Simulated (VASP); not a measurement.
A run of VASP 6.6.1:

File INCAR:

```
SYSTEM = Re
  ALGO = Normal
  EDIFF = 1E-6
  EDIFFG = -0.005
  ENCUT = 600
  GGA = PE
  IBRION = 2
  ISIF = 4
  ISMEAR = -1
  LASPH = .TRUE.
  LCHARG = .FALSE.
  LREAL = .FALSE.
  LWAVE = .FALSE.
  NELM = 100
  NSW = 50
  PREC = Accurate
  SIGMA = 0.08
```

Contents of KPOINTS:

```
k-points
0
G
  16 16 15
  0 0 0
```

POSCAR

```
Re
1.0
    2.5113995195      0.0000000000      0.0000000000
   -1.2556997597      2.1749357829      0.0000000000
    0.0000000000      0.0000000000      2.2435670042
Re
1
Direct
    0.0000000000      0.0000000000      0.0000000000
```

Potentials or basis: VASP PAW PBE potentials, release 64 (Re).

Command:

```sh
$ cat potpaw_PBE.64/Re/POTCAR > POTCAR
$ mpirun -np 1 vasp_std > vasp.out
```

Hardware: 1 thread of Intel Xeon 8259CL, with other jobs on the host.

**Question.** How long does it take, and how much memory?

**Answer.** It took 59 s on 1 thread of Intel Xeon 8259CL, on a shared host, peak memory 0.15 GiB. Counts: scf iterations 23, k points 240, ion steps 3.
